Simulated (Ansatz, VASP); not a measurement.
Two plane-wave programs on CdS

INCAR

```
SYSTEM = CdS
ALGO     = Normal         ! electronic algorithm
EDIFF    = 1E-8           ! SCF threshold, eV
ENCUT    = 400            ! plane-wave cutoff, eV
GGA      = PE             ! functional
GGA_COMPAT= .FALSE.      
ISIF     = 2              ! what is computed and relaxed
ISMEAR   = -1             ! smearing method
LASPH    = .TRUE.         ! aspherical terms in the spheres
LCHARG   = .FALSE.        ! write CHGCAR
LEFG     = .TRUE.       
LREAL    = .FALSE.        ! projectors in reciprocal space
LWAVE    = .FALSE.        ! write WAVECAR
NBANDS   = 16             ! bands
NELM     = 120            ! most SCF steps
PREC     = Accurate       ! precision mode
SIGMA    = 0.02           ! smearing width, eV
```

Contents of KPOINTS:

```
k-points
0
G
  7 7 7
  0 0 0
```

The input POSCAR:

```
CdS
1.0
    0.0000000000      2.9429534649      2.9135239302
    2.9429534649      0.0000000000      2.9135239302
    2.9429534649      2.9429534649      0.0000000000
Cd S
1 1
Direct
    0.0000000000      0.0000000000      0.0000000000
    0.7500000000      0.7500000000      0.7500000000
```

Input for Ansatz:

```yaml
crystal:
  lattice:
    - [0.0, 2.9429534649, 2.9135239302]
    - [2.9429534649, 0.0, 2.9135239302]
    - [2.9429534649, 2.9429534649, 0.0]
  atoms:
    - { symbol: Cd, position: [0.0, 0.0, 0.0] }
    - { symbol: S, position: [0.75, 0.75, 0.75] }
kpoints:
  mp_grid: { grid: [7, 7, 7] }
scf:
  occupations: { method: fermi_dirac, width: 0.02 }
hamiltonian:
  xc: pbe
  pseudopotentials: { kind: paw }
output:
  forces: true
  stress: true
  eigenvalues: true
  efg: { contact_densities: true }
```

Change from the starting cell: zz strain of -1 %, PAW files.

Alike in both runs: task electric field gradients; functional PBE; k mesh 7 × 7 × 7; occupations fermi-dirac, width 0.02 eV; no spin polarisation.

|  | VASP | Ansatz |
| --- | --- | --- |
| version | VASP 6.6.1 | Ansatz 0.2.0 |
| potentials or method | VASP PAW PBE potentials, release 64 (Cd, S) | PAW with Ansatz's default frozen-core files, scalar-relativistic |
| plane-wave cutoff (eV) | 400 | 420 |
| valence electrons in the cell | 18 | 26 |

|  | VASP | Ansatz | Ansatz less VASP |
| --- | --- | --- | --- |
| gap on the k mesh at the Fermi level (eV) | 1.09 | 1.09 | -0.002 |
| pressure (GPa) | 1.7 | 1.8 | +0.07 |
| traceless stress, the component that is largest in VASP (GPa) | 0.11 | 0.12 | +0.003 |
| size of Vzz on the site where it differs most (V/Å²) | 3.1 | 3.3 | +0.20 |

VASP's potentials hold 18 valence electrons a cell and Ansatz's 26, so a difference there can come from the potentials and not from the codes.
